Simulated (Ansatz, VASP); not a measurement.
**Al2O3 in VASP and in Ansatz**

```
CELL_PARAMETERS angstrom
2.52603 1.45840 4.59560
-2.52603 1.45840 4.59560
0.00000 -2.91680 4.59560
ATOMIC_POSITIONS crystal
Al 0.85213 0.85213 0.85213
Al 0.64787 0.64787 0.64787
Al 0.14787 0.14787 0.14787
Al 0.35213 0.35213 0.35213
O 0.05616 0.44384 0.75000
O 0.75000 0.05616 0.44384
O 0.44384 0.75000 0.05616
O 0.94384 0.55616 0.25000
O 0.25000 0.94384 0.55616
O 0.55616 0.25000 0.94384
```

Alike in both runs: task single point; functional PBE; k mesh 6 × 6 × 6; occupations gaussian, width 0.05 eV; no spin polarisation.

```csv
,VASP,Ansatz
version,VASP 6.6.1,Ansatz 0.2.0
potentials or method,"VASP PAW PBE potentials, release 64 (Al, O), cutoff 520 eV","scalar-relativistic, plane waves, PAW"
valence electrons in the cell,48,48
```

```csv
,VASP,Ansatz,Ansatz less VASP
gap on the k mesh at the Fermi level (eV),4.12,4.13,+0.014
least direct gap on the mesh (eV),4.13,4.14,+0.011
pressure (GPa),-25.4,-25.4,+0.07
"traceless stress, the component that is largest in VASP (GPa)",1.24,1.25,+0.012
rms of the force components (eV/Å),0.059,0.058,-0.0011
```

Atom by atom the forces differ by 0.001 eV/Å (rms over components).
